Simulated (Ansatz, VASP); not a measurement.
BaS in VASP and in Ansatz

File INCAR:

```
PREC = Accurate ; ENCUT = 500
EDIFF = 1E-6 ; ISMEAR = -1
SIGMA = 0.02 ; LREAL = False
LASPH = True ; NELM = 120
ALGO = Normal ; ISIF = 2
LWAVE = False ; LCHARG = True
GGA = PE ; LELF = True
LVHAR = True ; NBANDS = 15
GGA_COMPAT = False
```

File KPOINTS:

```
regular mesh
0
Gamma
  6 6 6
```

Contents of POSCAR:

```
BaS
1.0
    3.8337582573      0.0000000000      0.0000000000
    0.0000000000      3.8337582573      0.0000000000
    0.0000000000      0.0000000000      4.0518991021
Ba S
1 1
Direct
    0.0000000000      0.0000000000      0.0000000000
    0.5000000000      0.5000000000      0.5000000000
```

Input for Ansatz:

```yaml
crystal:
  lattice:
    - [3.8337582573, 0.0, 0.0]
    - [0.0, 3.8337582573, 0.0]
    - [0.0, 0.0, 4.0518991021]
  atoms:
    - { symbol: Ba, position: [0.0, 0.0, 0.0] }
    - { symbol: S, position: [0.5, 0.5, 0.5] }
kpoints:
  mp_grid: { grid: [6, 6, 6] }
  band_path:
    path: [[0.0, 0.0, 0.0], [0.0, 0.5, 0.0], [0.5, 0.5, 0.0], [0.5, 0.5, 0.5]]
    npoints: 1
hamiltonian:
  xc: pbe
scf:
  occupations: { method: fermi_dirac, width: 0.02 }
  n_extra_bands: 4
output:
  forces: true
  stress: true
  eigenvalues: true
```

Change from the starting cell: uniaxial_z strain +5.7%.

Alike in both runs: task single point; functional PBE; k mesh 6 × 6 × 6; occupations fermi-dirac, width 0.02 eV; no spin polarisation.

```csv
,VASP,Ansatz
version,VASP 6.6.1,Ansatz 0.2.0
potentials or method,"VASP PAW PBE potentials, release 64 (Ba_sv, S)","plane waves, PAW"
plane-wave cutoff (eV),500,420
valence electrons in the cell,16,16
```

```csv
,VASP,Ansatz,Ansatz less VASP
gap on the k mesh at the Fermi level (eV),1.32,1.43,+0.110
pressure (GPa),-1.3,-2.0,-0.72
"traceless stress, the component that is largest in VASP (GPa)",-3.93,-3.90,+0.028
```

Spin-orbit coupling is off throughout.
